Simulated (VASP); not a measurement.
# SnO2 in VASP: notebook

The runs below take SnO2 through relaxation of shape and atoms at fixed volume, relaxation of cell and atoms, with PBE.

Everything below comes from runs of VASP 6.6.1. Logs are shortened: lines on timing, memory, paths and dates and some standing lists are left out, and cuts for length are marked.

### Step 1. The cell of the first run

The typed cell holds 6 atoms: a = 4.874 Å, b = 4.876 Å, c = 3.270 Å, α = 90.00°, β = 90.00°, γ = 90.00°.

### Step 2. Relaxation of shape and atoms at fixed volume, PBE (12.95 Å³/atom)

The input, INCAR:

```
SYSTEM = SnO2
PREC     = Accurate       ! precision mode
ENCUT    = 600            ! plane-wave cutoff, eV
EDIFF    = 1E-6           ! SCF threshold, eV
ISMEAR   = 0              ! smearing method
SIGMA    = 0.02           ! smearing width, eV
LREAL    = .FALSE.        ! projectors in reciprocal space
LASPH    = .TRUE.         ! aspherical terms in the spheres
NELM     = 100            ! most SCF steps
ALGO     = Normal         ! electronic algorithm
ISIF     = 4              ! what is computed and relaxed
LWAVE    = .FALSE.        ! write WAVECAR
LCHARG   = .FALSE.        ! write CHGCAR
GGA      = PE             ! functional
IBRION   = 2              ! ionic algorithm
NSW      = 50             ! ionic steps
EDIFFG   = -0.01          ! ionic threshold
```

The input, KPOINTS:

```
Automatic mesh
0
G
  6 6 8
  0 0 0
```

The input, POSCAR:

```
SnO2
1.0
    4.8743080647      0.0000000000      0.0000000000
    0.0000000000      4.8761763401      0.0000000000
    0.0000000000      0.0000000000      3.2702297925
Sn O
2 4
Direct
    0.5000000000      0.5000000000      0.5000000000
    0.0000000000      0.0000000000      0.0000000000
    0.3064962478      0.3066616296      0.0000000000
    0.8064962478      0.1933383704      0.5000000000
    0.1935037522      0.8066616296      0.5000000000
    0.6935037522      0.6933383704      0.0000000000
```

Potentials or basis: VASP PAW PBE potentials, release 64 (Sn_d, O).

The run is started by

```
$ cat potpaw_PBE.64/Sn_d/POTCAR potpaw_PBE.64/O/POTCAR > POTCAR
$ mpirun -np 1 vasp_std > vasp.out
```

OUTCAR:

```text
SYSTEM = SnO2
   PREC = Accurate
   ENCUT = 600
   EDIFF = 1E-6
   ISMEAR = 0
   LREAL = .FALSE.
   LASPH = .TRUE.
   NELM = 100
   ISIF = 4
   GGA = PE
   IBRION = 2
   NSW = 50
   EDIFFG = -0.01

 ion  position               nearest neighbor table
   1  0.500  0.500  0.500-   3 2.11   6 2.11   3 2.11   6 2.11   5 2.11   4 2.11
   2  0.000  0.000  0.000-   4 2.11   5 2.11   4 2.11   5 2.11   3 2.11   6 2.11
   3  0.306  0.307  0.000-   1 2.11   1 2.11   2 2.11
   4  0.806  0.193  0.500-   2 2.11   2 2.11   1 2.11
   5  0.194  0.807  0.500-   2 2.11   2 2.11   1 2.11
   6  0.694  0.693  0.000-   1 2.11   1 2.11   2 2.11

  LATTYP: Found a simple orthorhombic cell.
 ALAT       =     3.2702297925
 B/A-ratio  =     1.4905093446
 C/A-ratio  =     1.4910806425

  Lattice vectors:

 A1 = (   0.0000000000,   0.0000000000,   3.2702297925)
 A2 = (   4.8743080647,   0.0000000000,   0.0000000000)
 A3 = (   0.0000000000,   4.8761763401,   0.0000000000)

Analysis of symmetry for initial positions (statically):
=====================================================================
 Subroutine PRICEL returns:
 Original cell was already a primitive cell.

 Routine SETGRP: Setting up the symmetry group for a
 simple orthorhombic supercell.

 Subroutine GETGRP returns: Found  8 space group operations
 (whereof  4 operations were pure point group operations)
 out of a pool of  8 trial point group operations.

The static configuration has the point symmetry C_2h.
 The point group associated with its full space group is D_2h.

Analysis of symmetry for dynamics (positions and initial velocities):
=====================================================================
 Subroutine PRICEL returns:
 Original cell was already a primitive cell.

 Routine SETGRP: Setting up the symmetry group for a
 simple orthorhombic supercell.

 Subroutine GETGRP returns: Found  8 space group operations
 (whereof  4 operations were pure point group operations)
 out of a pool of  8 trial point group operations.

The dynamic configuration has the point symmetry C_2h.
 The point group associated with its full space group is D_2h.

 Subroutine INISYM returns: Found  8 space group operations
 (whereof  4 operations are pure point group operations),
 and found     1 'primitive' translations

----------------------------------------------------------------------------------------

                                     Primitive cell

  volume of cell :      77.7268

  direct lattice vectors                    reciprocal lattice vectors
     4.874308065  0.000000000  0.000000000     0.205157324  0.000000000  0.000000000
     0.000000000  4.876176340  0.000000000     0.000000000  0.205078720  0.000000000
     0.000000000  0.000000000  3.270229792     0.000000000  0.000000000  0.305788909

  length of vectors
     4.874308065  4.876176340  3.270229792     0.205157324  0.205078720  0.305788909

  position of ions in fractional coordinates (direct lattice)
     0.500000000  0.500000000  0.500000000
     0.000000000  0.000000000  0.000000000
     0.306496248  0.306661630  0.000000000
     0.806496248  0.193338370  0.500000000
     0.193503752  0.806661630  0.500000000
     0.693503752  0.693338370  0.000000000

  ion indices of the primitive-cell ions
   primitive index   ion index
                 1           1
                 2           2
                 3           3
                 4           4
                 5           5
                 6           6

----------------------------------------------------------------------------------------

 KPOINTS: Automatic mesh

Automatic generation of k-mesh.
 Grid dimensions read from file:
 generate k-points for:    6    6    8

 Generating k-lattice:

  Cartesian coordinates                     Fractional coordinates (reciprocal lattice)
     0.034192887  0.000000000  0.000000000     0.166666667  0.000000000  0.000000000
     0.000000000  0.034179787  0.000000000     0.000000000  0.166666667  0.000000000
     0.000000000  0.000000000  0.038223614     0.000000000  0.000000000  0.125000000

  Length of vectors
     0.034192887  0.034179787  0.038223614

  Shift w.r.t. Gamma in fractional coordinates (k-lattice)
     0.000000000  0.000000000  0.000000000

 Subroutine IBZKPT returns following result:
 ===========================================

 Found     80 irreducible k-points:

 Following reciprocal coordinates:
            Coordinates               Weight
  0.000000  0.000000  0.000000      1.000000
  0.166667  0.000000  0.000000      2.000000
  0.333333  0.000000  0.000000      2.000000
  0.500000  0.000000  0.000000      1.000000
  0.000000  0.166667  0.000000      2.000000
  0.166667  0.166667  0.000000      4.000000
[... 16 lines left out ...]
  0.333333  0.166667  0.125000      8.000000
  0.500000  0.166667  0.125000      4.000000
 [... further k-points ...]
   k-points           NKPTS =     80   k-points in BZ     NKDIM =     80   number of bands    NBANDS=     31
   number of dos      NEDOS =    301   number of ions     NIONS =      6
   total plane-waves  NPLWV =  44800
   dimension x,y,z NGX =    40 NGY =   40 NGZ =   28
   dimension x,y,z NGXF=    80 NGYF=   80 NGZF=   56
   ions per type =               2   4
   NGX,Y,Z   is equivalent  to a cutoff of  13.64, 13.64, 14.23 a.u.
   NGXF,Y,Z  is equivalent  to a cutoff of  27.29, 27.27, 28.47 a.u.
 SYSTEM =  SnO2
   PREC   = accura    normal or accurate (medium, high low for compatibility)
   ISTART =      0    job   : 0-new  1-cont  2-samecut
   ICHARG =      2    charge: 1-file 2-atom 10-const
   ISPIN  =      1    spin polarized calculation?
   LNONCOLLINEAR =      F non collinear calculations
   LSORBIT =      F    spin-orbit coupling
   LASPH  =      T    aspherical Exc in radial PAW
   ENCUT  =  600.0 eV  44.10 Ry    6.64 a.u.   9.74  9.74  6.53*2*pi/ulx,y,z
   NELM   =    100;   NELMIN=  2; NELMDL= -5     # of ELM steps
   EDIFF  = 0.1E-05   stopping-criterion for ELM
   LREAL  =      F    real-space projection
   EDIFFG = -.1E-01   stopping-criterion for IOM
   NSW    =     50    number of steps for IOM
   IBRION =      2    ionic relax: 0-MD 1-quasi-New 2-CG
   NFREE  =      1    steps in history (QN), initial steepest desc. (CG)
   ISIF   =      4    stress and relaxation
   ISYM   =      2    0-nonsym 1-usesym 2-fastsym
   POTIM  = 0.5000    time-step for ionic-motion
   TEBEG  =    0.0;   TEEND  =   0.0 temperature during run
   PSTRESS=    0.0 pullay stress
   NELECT =      52.0000    total number of electrons
   NUPDOWN=      -1.0000    fix difference up-down
   EMIN   =  10.00;   EMAX   =-10.00  energy-range for DOS
   EFERMI =   0.00;   METHOD = LEGACY
   ISMEAR =     0;   SIGMA  =   0.02  broadening in eV -4-tet -1-fermi 0-gaus
   EFERMI_NEDOS =   21; number of points for ismear=-14 and -15
   IALGO  =     38    algorithm
   IMIX   =      4    mixing-type and parameters
     AMIX     =   0.40;   BMIX     =  1.00
     AMIX_MAG =   1.60;   BMIX_MAG =  1.00
  volume/ion in A,a.u.               =      12.95        87.42
  Fermi-wavevector in a.u.,A,eV,Ry     =   1.431811  2.705731 27.893074  2.050083
  Thomas-Fermi vector in A             =   2.551507
   LORBIT       =      0    0 simple, 1 ext, 2 COOP (PROOUT), +10 PAW based schemes
   GGA     = PE    functional components
   LHFCALC =     F    Hartree Fock is set to
   AEXX    =    0.0000 exact exchange contribution
   IVDW    =     0    specifies the selected vdW correction
   LEPSILON=     F    determine dielectric tensor
   LRPA    =     F    only Hartree local field effects (RPA)
 conjugate gradient relaxation of ions
 non-spin polarized calculation
 Gauss-broadening in eV      SIGMA  =   0.02
  energy-cutoff  :      600.00
  volume of cell :       77.73
 maximum number of plane-waves:      2636
 NGX is ok and might be reduce to    40
   NGX = 19   NGY = 19   NGZ = 13

--------------------------------------- Ionic step        1  -------------------------------------------

 number of electron      51.9999996 magnetization

 Free energy of the ion-electron system (eV)
  ---------------------------------------------------
  ext. energy  EPLUGINS =         0.00000000
  ---------------------------------------------------
  free energy    TOTEN  =       -37.29470850 eV

  energy without entropy =      -37.29470850  energy(sigma->0) =      -37.29470850

------------------------ aborting loop because EDIFF is reached ----------------------------------------

  FORCE on cell =-STRESS in cart. coord.  units (eV):
  Direction    XX          YY          ZZ          XY          YZ          ZX
  --------------------------------------------------------------------------------------
  -------------------------------------------------------------------------------------
  Total       -2.0175447     -2.0293223     -2.6479151      0.0000000      0.0000000      0.0000000
  in kB      -41.5875284    -41.8302981    -54.5813136      0.0000000      0.0000000      0.0000000
  external PRESSURE =     -45.9997133 kB  Pullay stress =       0.0000000 kB
[... 65 lines left out ...]
  energy  without entropy=      -37.2967554581  energy(sigma->0) =      -37.29675546

--------------------------------------- Ionic step        3  -------------------------------------------

 number of electron      51.9999993 magnetization

 Free energy of the ion-electron system (eV)
  ---------------------------------------------------
  ext. energy  EPLUGINS =         0.00000000
  ---------------------------------------------------
  free energy    TOTEN  =       -37.29682528 eV

  energy without entropy =      -37.29682528  energy(sigma->0) =      -37.29682528

 E-fermi :   5.3004     XC(G=0): -10.8184

 val. band max:        5.1968194522   @ k =   0.0000   0.0000   0.0000
 cond. band min:       5.5959354340   @ k =   0.0000   0.0000   0.0000
 fundamental gap:      0.3991159818
 Fermi energy:         5.3004089483

 k-point     1 :       0.0000    0.0000    0.0000
  band No.  band energies     occupation
      1     -15.8065      2.00000
      2     -15.2185      2.00000
      3     -15.0413      2.00000
      4     -15.0139      2.00000
      5     -15.0139      2.00000
      6     -14.9501      2.00000
[... 805 lines left out ...]
     30      12.4560      0.00000
     31      14.7705      0.00000

 [... further k-points ...]

------------------------ aborting loop because EDIFF is reached ----------------------------------------

  FORCE on cell =-STRESS in cart. coord.  units (eV):
  Direction    XX          YY          ZZ          XY          YZ          ZX
  --------------------------------------------------------------------------------------
  -------------------------------------------------------------------------------------
  Total       -2.0350391     -2.0427982     -2.1110311      0.0000000      0.0000000      0.0000000
  in kB      -41.9481391    -42.1080765    -43.5145560      0.0000000      0.0000000      0.0000000
  external PRESSURE =     -42.5235905 kB  Pullay stress =       0.0000000 kB
[... 21 lines left out ...]
  FREE ENERGIE OF THE ION-ELECTRON SYSTEM (eV)
  ---------------------------------------------------
  free  energy   TOTEN  =       -37.2968252829 eV

  energy  without entropy=      -37.2968252829  energy(sigma->0) =      -37.29682528

 reached required accuracy - stopping structural energy minimisation
```

Run time: 4.8 min. Hardware: 1 thread of Intel Xeon 6975P-C (Granite Rapids), shared host; peak memory 0.33 GiB.

What came out:

```
Free energy                  : -37.2968 eV
Energy gained by relaxing    : 0.4 meV/atom
Ionic steps                  : 3
Pressure after relaxing      : -4.3 GPa
Largest force after relaxing : 0.010 eV/Å
Band gap on the k mesh       : 0.40 eV
```

Forces in eV/Å, atoms in the order of the input:
```
Sn   0.000  0.000  0.000
Sn   0.000  0.000  0.000
O   -0.007 -0.007  0.000
O   -0.007  0.007  0.000
O    0.007 -0.007  0.000
O    0.007  0.007  0.000
```

Step by step:
```tsv
step	energy change (eV)	largest force (eV/Å)	pressure (GPa)	volume (Å³)
1	0.0000	0.0839	-4.60	77.73
2	-0.0020	0.0059	-4.33	77.73
3	-0.0021	0.0097	-4.25	77.73
```

Final structure:
```yaml
crystal:
  lattice:
    - [4.88438, 0.00000, 0.00000]
    - [0.00000, 4.88570, 0.00000]
    - [0.00000, 0.00000, 3.25712]
  atoms:
    - { symbol: Sn, position: [0.50000, 0.50000, 0.50000] }
    - { symbol: Sn, position: [0.00000, 0.00000, 0.00000] }
    - { symbol: O, position: [0.30720, 0.30736, 0.00000] }
    - { symbol: O, position: [0.80720, 0.19264, 0.50000] }
    - { symbol: O, position: [0.19280, 0.80736, 0.50000] }
    - { symbol: O, position: [0.69280, 0.69264, 0.00000] }
```

Caveat: semilocal functionals underestimate gaps, and a narrow one can read as zero; spin-orbit coupling is left out, which moves the levels of the heavy elements.

### Step 3. Relaxation of cell and atoms, PBE, target pressure 40 GPa, at which the enthalpy is minimised

This run uses another cell than the first one, of 10.67 Å³/atom.

The input, INCAR:

```
SYSTEM = SnO2
PREC = Accurate ; ENCUT = 600
EDIFF = 1E-7 ; ISMEAR = 0
SIGMA = 0.02 ; LREAL = .False.
LASPH = .True. ; NELM = 100
ALGO = Normal ; ISIF = 3
LWAVE = .False. ; LCHARG = .False.
GGA = PE ; IBRION = 2
NSW = 70 ; EDIFFG = -0.008
PSTRESS = 400.0
```

The input, KPOINTS:

```
Automatic mesh
0
Gamma
  6 6 10
  0 0 0
```

The input, POSCAR:

```
SnO2
1.0
    4.5380770101      0.0000000000      0.0000000000
    0.0000000000      4.5384297043      0.0000000000
    0.0000000000      0.0000000000      3.1096306174
Sn O
2 4
Direct
    0.5000000000      0.5000000000      0.5000000000
    0.0000000000      0.0000000000      0.0000000000
    0.3053074733      0.3054259035      0.0000000000
    0.8053074733      0.1945740965      0.5000000000
    0.1946925267      0.8054259035      0.5000000000
    0.6946925267      0.6945740965      0.0000000000
```

Potentials or basis: VASP PAW PBE potentials, release 64 (Sn_d, O).

The run is started by

```
$ cat potpaw_PBE.64/Sn_d/POTCAR potpaw_PBE.64/O/POTCAR > POTCAR
$ mpirun -np 1 vasp_std > vasp.out
```

Run time: 8.7 min. Hardware: 1 thread of AMD EPYC 9R45 (Zen 5), shared host; peak memory 0.29 GiB.

Results (log left out):

* Free energy: -36.1061 eV
* Relaxed volume: 10.75 Å³/atom
* Relaxed cell: a = 4.527 Å, b = 4.528 Å, c = 3.147 Å, α = 90.00°, β = 90.00°, γ = 90.00°
* Space group after relaxing (to 0.1 Å): P4_2/mnm (No. 136)
* Energy change on relaxing (the run minimises the enthalpy): -22.3 meV/atom
* Ionic steps: 6
* Pressure after relaxing: 40.0 GPa
* Largest force after relaxing: 0.004 eV/Å
* Band gap on the k mesh: 2.43 eV

Forces in eV/Å, atoms in the order of the input:
```
Sn   0.000  0.000  0.000
Sn   0.000  0.000  0.000
O    0.002  0.003  0.000
O    0.002 -0.003  0.000
O   -0.002  0.003  0.000
O   -0.002 -0.003  0.000
```

Step by step:
```
step  energy change (eV)  largest force (eV/Å)  pressure (GPa)  volume (Å³)
   1              0.0000                0.2133           43.39        64.05
   2             -0.4889                0.3806           31.36        66.16
   3             -0.1826                0.0026           39.22        64.73
   4             -0.1208                0.1065           40.31        64.47
   5             -0.1297                0.0909           40.16        64.51
   6             -0.1339                0.0041           40.04        64.52
```

Final structure:
```xyz
6
Lattice="4.5274 0.0000 0.0000 0.0000 4.5279 0.0000 0.0000 0.0000 3.1474" Properties=species:S:1:pos:R:3 pbc="T T T"
Sn    2.2637    2.2639    1.5737
Sn    4.5274    0.0000    0.0000
O     1.3817    1.3825    3.1474
O     3.6454    0.8815    1.5737
O     0.8820    3.6464    1.5737
O     3.1457    3.1454    0.0000
```

Levels at points of the mesh, in eV from the valence-band top:
```csv
k point,band 23,band 24,band 25,band 26,band 27,band 28,band 29,band 30
"(0.00, 0.00, 0.00)",-1.22,-0.83,-0.83,0.00,2.43,6.67,6.67,6.85
"(0.50, 0.00, 0.00)",-1.20,-1.20,-0.64,-0.64,5.59,5.59,7.50,7.50
"(0.00, 0.50, 0.00)",-1.20,-1.20,-0.64,-0.64,5.59,5.59,7.51,7.51
"(0.50, 0.50, 0.00)",-1.33,-1.33,-0.92,-0.92,6.00,6.00,8.20,8.20
"(0.00, 0.00, 0.50)",-1.95,-1.95,-1.39,-1.39,7.45,7.45,10.61,10.61
"(0.50, 0.00, 0.50)",-1.25,-1.25,-0.48,-0.48,7.83,7.83,9.15,9.15
"(0.00, 0.50, 0.50)",-1.25,-1.25,-0.48,-0.48,7.83,7.83,9.15,9.15
"(0.50, 0.50, 0.50)",-1.01,-1.01,-0.89,-0.89,6.00,6.00,9.45,9.45
```

Caveat: the cell is relaxed towards a set pressure, so the run minimises the enthalpy, not the energy; spin-orbit coupling is left out, which moves the levels of the heavy elements.
